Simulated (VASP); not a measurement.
# MoS2 in VASP: single point with PBE+D3(BJ)

Aim: the single point of MoS2 with PBE+D3(BJ).

Everything below comes from runs of VASP 6.6.1. Logs are shortened: lines on timing, memory, paths and dates and some standing lists are left out, and cuts for length are marked.

### Step 1. The cell of the first run

The cell holds a slab with vacuum, 6 atoms: a = 3.185 Å, b = 3.185 Å, c = 21.671 Å, α = 90.00°, β = 90.00°, γ = 120.00°.

### Step 2. Single point, PBE+D3(BJ), collinear spin

The input, INCAR:

```
  PREC = Accurate
  ENCUT = 500
  EDIFF = 1E-6
  ISMEAR = 0
  SIGMA = 0.1
  LREAL = F
  LASPH = T
  NELM = 200
  ALGO = Normal
  ISIF = 2
  LWAVE = F
  LCHARG = F
  ISPIN = 2
  MAGMOM = 1 1 0 0 0 0
  LORBIT = 11
  LMAXMIX = 4
  GGA = PE
  IVDW = 12
  NBANDS = 39
  GGA_COMPAT = F
```

The input, KPOINTS:

```
regular mesh
0
Gamma
  6 6 1
```

The input, POSCAR:

```
MoS2
1.0
    3.1845414560      0.0000000000      0.0000000000
   -1.5922707280      2.7578938003      0.0000000000
    0.0000000000      0.0000000000     21.6705347200
Mo S
2 4
Direct
    0.6666666700      0.3333333300      0.1488397700
    0.3333333300      0.6666666700      0.8511602300
    0.3333333300      0.6666666700      0.2203746100
    0.6666666700      0.3333333300      0.9227490000
    0.3333333300      0.6666666700      0.0772510000
    0.6666666700      0.3333333300      0.7796253900
```

Potentials or basis: VASP PAW PBE potentials, release 64 (Mo_sv, S).

Command:

```console
$ cat potpaw_PBE.64/Mo_sv/POTCAR potpaw_PBE.64/S/POTCAR > POTCAR
$ mpirun -np 1 vasp_std > vasp.out
```

OUTCAR:

```text
PREC = Accurate
   ENCUT = 500
   EDIFF = 1E-6
   ISMEAR = 0
   LREAL = F
   LASPH = T
   NELM = 200
   ISIF = 2
   ISPIN = 2
   LORBIT = 11
   GGA = PE
   IVDW = 12
 IVDW          = 12

 ion  position               nearest neighbor table
   1  0.667  0.333  0.149-   3 2.40   3 2.40   3 2.40   5 2.41   5 2.41   5 2.41
   2  0.333  0.667  0.851-   6 2.40   6 2.40   6 2.40   4 2.41   4 2.41   4 2.41
   3  0.333  0.667  0.220-   1 2.40   1 2.40   1 2.40
   4  0.667  0.333  0.923-   2 2.41   2 2.41   2 2.41
   5  0.333  0.667  0.077-   1 2.41   1 2.41   1 2.41
   6  0.667  0.333  0.780-   2 2.40   2 2.40   2 2.40

  LATTYP: Found a hexagonal cell.
 ALAT       =     3.1845414560
 C/A-ratio  =     6.8049152506

  Lattice vectors:

 A1 = (   3.1845414560,   0.0000000000,   0.0000000000)
 A2 = (  -1.5922707280,   2.7578938003,   0.0000000000)
 A3 = (   0.0000000000,   0.0000000000,  21.6705347200)

Analysis of symmetry for initial positions (statically):
=====================================================================
 Subroutine PRICEL returns:
 Original cell was already a primitive cell.

 Routine SETGRP: Setting up the symmetry group for a
 hexagonal supercell.

 Subroutine GETGRP returns: Found 12 space group operations
 (whereof 12 operations were pure point group operations)
 out of a pool of 24 trial point group operations.

The static configuration has the point symmetry D_3d.

Analysis of symmetry for dynamics (positions and initial velocities):
=====================================================================
 Subroutine PRICEL returns:
 Original cell was already a primitive cell.

 Routine SETGRP: Setting up the symmetry group for a
 hexagonal supercell.

 Subroutine GETGRP returns: Found 12 space group operations
 (whereof 12 operations were pure point group operations)
 out of a pool of 24 trial point group operations.

The dynamic configuration has the point symmetry D_3d.

Analysis of structural, dynamic, and magnetic symmetry:
=====================================================================
 Subroutine PRICEL returns:
 Original cell was already a primitive cell.

 Routine SETGRP: Setting up the symmetry group for a
 hexagonal supercell.

 Subroutine GETGRP returns: Found 12 space group operations
 (whereof 12 operations were pure point group operations)
 out of a pool of 24 trial point group operations.

The overall configuration has the point symmetry D_3d.

 Subroutine INISYM returns: Found 12 space group operations
 (whereof 12 operations are pure point group operations),
 and found     1 'primitive' translations

----------------------------------------------------------------------------------------

                                     Primitive cell

  volume of cell :     190.3242

  direct lattice vectors                    reciprocal lattice vectors
     3.184541456  0.000000000  0.000000000     0.314016952  0.181297771  0.000000000
    -1.592270728  2.757893800  0.000000000     0.000000000  0.362595543  0.000000000
     0.000000000  0.000000000 21.670534720     0.000000000  0.000000000  0.046145608

  length of vectors
     3.184541456  3.184541456 21.670534720     0.362595543  0.362595543  0.046145608

  position of ions in fractional coordinates (direct lattice)
     0.666666670  0.333333330  0.148839770
     0.333333330  0.666666670  0.851160230
     0.333333330  0.666666670  0.220374610
     0.666666670  0.333333330  0.922749000
     0.333333330  0.666666670  0.077251000
     0.666666670  0.333333330  0.779625390

  ion indices of the primitive-cell ions
   primitive index   ion index
                 1           1
                 2           2
                 3           3
                 4           4
                 5           5
                 6           6

----------------------------------------------------------------------------------------

 KPOINTS: regular mesh
[... 25 lines left out ...]
  0.000000  0.000000  0.000000      1.000000
  0.166667  0.000000  0.000000      6.000000
  0.333333  0.000000  0.000000      6.000000
  0.500000  0.000000  0.000000      3.000000
  0.166667  0.166667  0.000000      6.000000
  0.333333  0.166667  0.000000     12.000000
  0.333333  0.333333  0.000000      2.000000
   k-points           NKPTS =      7   k-points in BZ     NKDIM =      7   number of bands    NBANDS=     39
   number of dos      NEDOS =    301   number of ions     NIONS =      6
   total plane-waves  NPLWV =  92160
   dimension x,y,z NGX =    24 NGY =   24 NGZ =  160
   dimension x,y,z NGXF=    48 NGYF=   48 NGZF=  320
   ions per type =               2   4
   NGX,Y,Z   is equivalent  to a cutoff of  12.53, 12.53, 12.27 a.u.
   NGXF,Y,Z  is equivalent  to a cutoff of  25.06, 25.06, 24.55 a.u.
 SYSTEM =  unknown system
   PREC   = accura    normal or accurate (medium, high low for compatibility)
   ISTART =      0    job   : 0-new  1-cont  2-samecut
   ICHARG =      2    charge: 1-file 2-atom 10-const
   ISPIN  =      2    spin polarized calculation?
   LNONCOLLINEAR =      F non collinear calculations
   LSORBIT =      F    spin-orbit coupling
   LASPH  =      T    aspherical Exc in radial PAW
   ENCUT  =  500.0 eV  36.75 Ry    6.06 a.u.   5.81  5.81 39.51*2*pi/ulx,y,z
   NELM   =    200;   NELMIN=  2; NELMDL= -5     # of ELM steps
   EDIFF  = 0.1E-05   stopping-criterion for ELM
   LREAL  =      F    real-space projection
   EDIFFG = 0.1E-04   stopping-criterion for IOM
   NSW    =      0    number of steps for IOM
   IBRION =     -1    ionic relax: 0-MD 1-quasi-New 2-CG
   NFREE  =      0    steps in history (QN), initial steepest desc. (CG)
   ISIF   =      2    stress and relaxation
   ISYM   =      2    0-nonsym 1-usesym 2-fastsym
   POTIM  = 0.5000    time-step for ionic-motion
   TEBEG  =    0.0;   TEEND  =   0.0 temperature during run
   PSTRESS=    0.0 pullay stress
   NELECT =      52.0000    total number of electrons
   NUPDOWN=      -1.0000    fix difference up-down
   EMIN   =  10.00;   EMAX   =-10.00  energy-range for DOS
   EFERMI =   0.00;   METHOD = LEGACY
   ISMEAR =     0;   SIGMA  =   0.10  broadening in eV -4-tet -1-fermi 0-gaus
   EFERMI_NEDOS =   21; number of points for ismear=-14 and -15
   IALGO  =     38    algorithm
   IMIX   =      4    mixing-type and parameters
     AMIX     =   0.40;   BMIX     =  1.00
     AMIX_MAG =   1.60;   BMIX_MAG =  1.00
  volume/ion in A,a.u.               =      31.72       214.06
  Fermi-wavevector in a.u.,A,eV,Ry     =   1.062294  2.007444 15.353737  1.128468
  Thomas-Fermi vector in A             =   2.197739
   LORBIT       =     11    0 simple, 1 ext, 2 COOP (PROOUT), +10 PAW based schemes
   GGA     = PE    functional components
   LHFCALC =     F    Hartree Fock is set to
   AEXX    =    0.0000 exact exchange contribution
   IVDW    =    12    specifies the selected vdW correction
   LEPSILON=     F    determine dielectric tensor
   LRPA    =     F    only Hartree local field effects (RPA)
 spin polarized calculation
 Gauss-broadening in eV      SIGMA  =   0.10
  energy-cutoff  :      500.00
  volume of cell :      190.32
 maximum number of plane-waves:      4844
 NGX is ok and might be reduce to    24
   NGX = 11   NGY = 11   NGZ = 79

 number of electron      52.0000004 magnetization       0.0000302

 Free energy of the ion-electron system (eV)
  ---------------------------------------------------
  ext. energy  EPLUGINS =         0.00000000
  ---------------------------------------------------
  free energy    TOTEN  =       -43.68677110 eV

  energy without entropy =      -43.68677110  energy(sigma->0) =      -43.68677110

 E-fermi :   2.2671     XC(G=0):  -6.5882

 val. band max:        1.6220794576   @ k =   0.0000   0.0000   0.0000
 cond. band min:       2.8869207640   @ k =   0.3333   0.3333   0.0000
 fundamental gap:      1.2648413064
 Fermi energy:         2.2671472387

 spin component 1

 k-point     1 :       0.0000    0.0000    0.0000
  band No.  band energies     occupation
      1     -59.6060      1.00000
      2     -59.6060      1.00000
      3     -33.7499      1.00000
      4     -33.7499      1.00000
      5     -33.5469      1.00000
      6     -33.5469      1.00000
[... 276 lines left out ...]
     37       8.9698      0.00000
     38       8.9698      0.00000
 Fermi energy:         2.2671472387

 spin component 2

 k-point     1 :       0.0000    0.0000    0.0000
  band No.  band energies     occupation
      1     -59.6060      1.00000
      2     -59.6060      1.00000
      3     -33.7499      1.00000
      4     -33.7499      1.00000
      5     -33.5469      1.00000
      6     -33.5469      1.00000
[... 276 lines left out ...]
     37       8.9698      0.00000
     38       8.9698      0.00000
 [bands above 38 left out]

------------------------ aborting loop because EDIFF is reached ----------------------------------------

 Edisp (eV)   -2.13880

 E8    (eV) :    -0.8924

  FORCE on cell =-STRESS in cart. coord.  units (eV):
  Direction    XX          YY          ZZ          XY          YZ          ZX
  --------------------------------------------------------------------------------------
  -------------------------------------------------------------------------------------
  Total      -1.74567    -1.74567     0.06390    -0.00000     0.00000     0.00000
  in kB     -14.69529   -14.69529     0.53788    -0.00000     0.00000     0.00000
  external pressure =       -9.62 kB  Pullay stress =        0.00 kB

 VOLUME and BASIS-vectors are now :
 -----------------------------------------------------------------------------
  energy-cutoff  :      500.00
  volume of cell :      190.32
      direct lattice vectors                 reciprocal lattice vectors
     3.184541456  0.000000000  0.000000000     0.314016952  0.181297771  0.000000000
    -1.592270728  2.757893800  0.000000000     0.000000000  0.362595543  0.000000000
     0.000000000  0.000000000 21.670534720     0.000000000  0.000000000  0.046145608

 POSITION                                       TOTAL-FORCE (eV/Angst)
 -----------------------------------------------------------------------------------
      1.59227      0.91930      3.22544         0.000000      0.000000     -0.059640
     -0.00000      1.83860     18.44510        -0.000000      0.000000      0.059640
     -0.00000      1.83860      4.77564         0.000000     -0.000000      0.114656
      1.59227      0.91930     19.99646        -0.000000      0.000000      0.169657
     -0.00000      1.83860      1.67407         0.000000      0.000000     -0.169657
      1.59227      0.91930     16.89490         0.000000      0.000000     -0.114656
 -----------------------------------------------------------------------------------
    total drift:                                0.000000     -0.000000      0.000000

  FREE ENERGIE OF THE ION-ELECTRON SYSTEM (eV)
  ---------------------------------------------------
  free  energy   TOTEN  =       -45.8255744281 eV

  energy  without entropy=      -45.8255744281  energy(sigma->0) =      -45.82557443

 total charge

# of ion       s       p       d       tot
------------------------------------------
    1        2.291   6.219   3.943  12.453
    2        2.291   6.219   3.943  12.453
    3        1.363   2.343   0.000   3.705
    4        1.363   2.342   0.000   3.705
    5        1.363   2.342   0.000   3.705
    6        1.363   2.343   0.000   3.705
--------------------------------------------------
tot         10.033  21.807   7.886  39.726

 magnetization (x)

# of ion       s       p       d       tot
------------------------------------------
    1        0.000   0.000   0.000   0.000
    2        0.000   0.000   0.000   0.000
    3        0.000  -0.000   0.000  -0.000
    4       -0.000  -0.000   0.000  -0.000
    5       -0.000  -0.000   0.000  -0.000
    6        0.000  -0.000   0.000  -0.000
--------------------------------------------------
tot          0.000  -0.000   0.000  -0.000
```

Run time: 3.7 min. Hardware: 1 thread of AMD EPYC 9755, shared host; peak memory 0.35 GiB.

Results:

| Property | Result |
| --- | --- |
| Free energy | -45.8256 eV |
| Largest force | 0.170 eV/Å |
| Band gap on the k mesh | 1.26 eV (least direct gap 1.64 eV) |
| Net moment | 0.00 μB per cell |
| Valence electrons inside the program's atomic spheres | Mo 12.45; S 3.71 |
| Dispersion energy per atom | -0.356 eV |

Forces on the atoms (eV/Å):
```
Mo   0.000  0.000 -0.060
Mo   0.000  0.000  0.060
S    0.000  0.000  0.115
S    0.000  0.000  0.170
S    0.000  0.000 -0.170
S    0.000  0.000 -0.115
```

Caveat: there is no dipole correction, which matters where the two faces differ.
